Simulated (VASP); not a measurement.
# C (P6_3/mmc) in VASP: single point with PBEsol

Aim: the single point of C with PBEsol.

Everything below comes from runs of VASP 6.6.1. Logs are shortened: lines on timing, memory, paths and dates and some standing lists are left out, and cuts for length are marked.

### Step 1. The cell of the first run

Symmetry: P6_3/mmc, No. 194, hexagonal system. The conventional cell has a = 2.459 Å, b = 2.459 Å, c = 7.289 Å, α = 90.00°, β = 90.00°, γ = 120.00°. C (site symmetry -6m2) has 3 C at 1.42 Å within 1.9 Å. Within 1.9 Å of C (site symmetry -6m2) lie 3 C at 1.42 Å.

### Step 2. Single point, PBEsol, non-collinear spin, zero start, spin-orbit coupling

INCAR reads:

```
PREC = Accurate
ENCUT = 600
EDIFF = 1E-6
ISMEAR = 0
SIGMA = 0.1
LREAL = False
LASPH = True
NELM = 200
ALGO = Normal
ISIF = 2
LWAVE = False
LCHARG = False
MAGMOM = 0 0 0 0 0 0 0 0 0 0 0 0
LORBIT = 11
LSORBIT = True
GGA_COMPAT = False
LORBMOM = True
GGA = PS
NBANDS = 30
```

KPOINTS reads:

```
regular mesh
0
Gamma
  21 21 6
```

POSCAR reads:

```
C
1.0
    2.4588770362      0.0000000000      0.0000000000
   -1.2294385181      2.1294499781      0.0000000000
    0.0000000000      0.0000000000      7.2891725959
C
4
Direct
    0.0000000000      0.0000000000      0.2500000000
    0.0000000000      0.0000000000      0.7500000000
    0.3333333333      0.6666666667      0.2500000000
    0.6666666667      0.3333333333      0.7500000000
```

Potentials or basis: VASP PAW PBE potentials, release 64 (C).

Command:

```bash
> cat potpaw_PBE.64/C/POTCAR > POTCAR
> mpirun -np 1 vasp_ncl > vasp.out
```

OUTCAR:

```text
PREC = Accurate
   ENCUT = 600
   EDIFF = 1E-6
   ISMEAR = 0
   LREAL = False
   LASPH = True
   NELM = 200
   ISIF = 2
   LORBIT = 11
   LSORBIT = True
   GGA = PS

 ion  position               nearest neighbor table
   1  0.000  0.000  0.250-   3 1.42   3 1.42   3 1.42
   2  0.000  0.000  0.750-   4 1.42   4 1.42   4 1.42
   3  0.333  0.667  0.250-   1 1.42   1 1.42   1 1.42
   4  0.667  0.333  0.750-   2 1.42   2 1.42   2 1.42

  LATTYP: Found a hexagonal cell.
 ALAT       =     2.4588770362
 C/A-ratio  =     2.9644315224

  Lattice vectors:

 A1 = (   2.4588770362,   0.0000000000,   0.0000000000)
 A2 = (  -1.2294385181,   2.1294499781,   0.0000000000)
 A3 = (   0.0000000000,   0.0000000000,   7.2891725959)

Analysis of symmetry for initial positions (statically):
=====================================================================
 Subroutine PRICEL returns:
 Original cell was already a primitive cell.

 Routine SETGRP: Setting up the symmetry group for a
 hexagonal supercell.

 Subroutine GETGRP returns: Found 24 space group operations
 (whereof 12 operations were pure point group operations)
 out of a pool of 24 trial point group operations.

The static configuration has the point symmetry D_3d.
 The point group associated with its full space group is D_6h.

Analysis of symmetry for dynamics (positions and initial velocities):
=====================================================================
 Subroutine PRICEL returns:
 Original cell was already a primitive cell.

 Routine SETGRP: Setting up the symmetry group for a
 hexagonal supercell.

 Subroutine GETGRP returns: Found 24 space group operations
 (whereof 12 operations were pure point group operations)
 out of a pool of 24 trial point group operations.

The dynamic configuration has the point symmetry D_3d.
 The point group associated with its full space group is D_6h.

Analysis of structural, dynamic, and magnetic symmetry:
=====================================================================
 Subroutine PRICEL returns:
 Original cell was already a primitive cell.

 Routine SETGRP: Setting up the symmetry group for a
 hexagonal supercell.

 Subroutine GETGRP returns: Found 24 space group operations
 (whereof 12 operations were pure point group operations)
 out of a pool of 24 trial point group operations.

[... 933 lines left out ...]
      0.00000      0.00000      1.82229         0.000000      0.000000      0.000000
      0.00000      0.00000      5.46688         0.000000      0.000000      0.000000
     -0.00000      1.41963      1.82229        -0.000000      0.000000      0.000000
      1.22944      0.70982      5.46688         0.000000     -0.000000     -0.000000
 -----------------------------------------------------------------------------------
    total drift:                                0.000000     -0.000000      0.000000

  FREE ENERGIE OF THE ION-ELECTRON SYSTEM (eV)
  ---------------------------------------------------
  free  energy   TOTEN  =       -38.5889696329 eV

  energy  without entropy=      -38.5883711477  energy(sigma->0) =      -38.58867039

 orbital moment (x)

 # of ion     p       tot
 --------------------------------
  1         0.000   0.000
  2         0.000   0.000
  3         0.000   0.000
  4        -0.000  -0.000
 --------------------------------
            0.000   0.000

 orbital moment (y)

 # of ion     p       tot
 --------------------------------
  1         0.000   0.000
  2        -0.000  -0.000
  3         0.000   0.000
  4         0.000   0.000
 --------------------------------
            0.000   0.000

 orbital moment (z)

 # of ion     p       tot
 --------------------------------
  1         0.000   0.000
  2         0.000   0.000
  3         0.000   0.000
  4         0.000   0.000
 --------------------------------
            0.000   0.000

 Spin-Orbit-Coupling matrix elements

 Ion:    1  E_soc:     -0.0000146
 l=   1
     0.0000000    -0.0000026    -0.0000022
    -0.0000026     0.0000000    -0.0000026
    -0.0000022    -0.0000026     0.0000000
 l=   2
     0.0000000     0.0000000     0.0000000     0.0000000     0.0000000
     0.0000000     0.0000000     0.0000000     0.0000000     0.0000000
     0.0000000     0.0000000     0.0000000     0.0000000     0.0000000
     0.0000000     0.0000000     0.0000000     0.0000000     0.0000000
     0.0000000     0.0000000     0.0000000     0.0000000     0.0000000
 l=   3
     0.0000000     0.0000000     0.0000000     0.0000000     0.0000000     0.0000000     0.0000000
     0.0000000     0.0000000     0.0000000     0.0000000     0.0000000     0.0000000     0.0000000
     0.0000000     0.0000000     0.0000000     0.0000000     0.0000000     0.0000000     0.0000000
     0.0000000     0.0000000     0.0000000     0.0000000     0.0000000     0.0000000     0.0000000
[... 49 lines left out ...]
 l=   2
     0.0000000     0.0000000     0.0000000     0.0000000     0.0000000
     0.0000000     0.0000000     0.0000000     0.0000000     0.0000000
     0.0000000     0.0000000     0.0000000     0.0000000     0.0000000
     0.0000000     0.0000000     0.0000000     0.0000000     0.0000000
     0.0000000     0.0000000     0.0000000     0.0000000     0.0000000
 l=   3
     0.0000000     0.0000000     0.0000000     0.0000000     0.0000000     0.0000000     0.0000000
     0.0000000     0.0000000     0.0000000     0.0000000     0.0000000     0.0000000     0.0000000
     0.0000000     0.0000000     0.0000000     0.0000000     0.0000000     0.0000000     0.0000000
     0.0000000     0.0000000     0.0000000     0.0000000     0.0000000     0.0000000     0.0000000
     0.0000000     0.0000000     0.0000000     0.0000000     0.0000000     0.0000000     0.0000000
     0.0000000     0.0000000     0.0000000     0.0000000     0.0000000     0.0000000     0.0000000
     0.0000000     0.0000000     0.0000000     0.0000000     0.0000000     0.0000000     0.0000000

 total charge

# of ion       s       p       d       tot
------------------------------------------
    1        0.859   1.790   0.000   2.649
    2        0.859   1.790   0.000   2.649
    3        0.859   1.792   0.000   2.650
    4        0.859   1.792   0.000   2.650
--------------------------------------------------
tot          3.435   7.164   0.000  10.599

 magnetization (x)

# of ion       s       p       d       tot
------------------------------------------
    1        0.000  -0.000   0.000  -0.000
    2        0.000   0.000   0.000   0.000
    3        0.000   0.000   0.000   0.000
    4        0.000   0.000   0.000   0.000
--------------------------------------------------
tot          0.000   0.000   0.000   0.000

 magnetization (y)

# of ion       s       p       d       tot
------------------------------------------
    1        0.000   0.000   0.000   0.000
    2        0.000  -0.000   0.000   0.000
    3       -0.000   0.000   0.000  -0.000
    4        0.000   0.000   0.000   0.000
--------------------------------------------------
tot          0.000   0.000   0.000   0.000

 magnetization (z)

# of ion       s       p       d       tot
------------------------------------------
    1        0.000   0.000   0.000   0.000
    2        0.000   0.000   0.000   0.000
    3        0.000   0.000   0.000   0.000
    4        0.000   0.000   0.000   0.000
--------------------------------------------------
tot          0.000   0.000   0.000   0.000
```

Run time: 14 min. Hardware: 1 thread of Intel Xeon 8259CL, shared host; peak memory 0.49 GiB.

Results:

```yaml
Free_energy: -38.5890 eV
Pressure: 0.2 GPa
Net_moment: 0.00 μB per cell
Valence_electrons_inside_the_program's_atomic_spheres: C 2.65
```

Moments on the atoms (μB; x, y, z):
```
C   0.00 0.00 0.00
C   0.00 0.00 0.00
C   0.00 0.00 0.00
C   0.00 0.00 0.00
```

Caveat: this functional lacks dispersion, which binds the layers, so the pressure and a relaxed spacing across them are unreliable; the PAW data sets were made with another functional, which shifts forces and pressure a little.
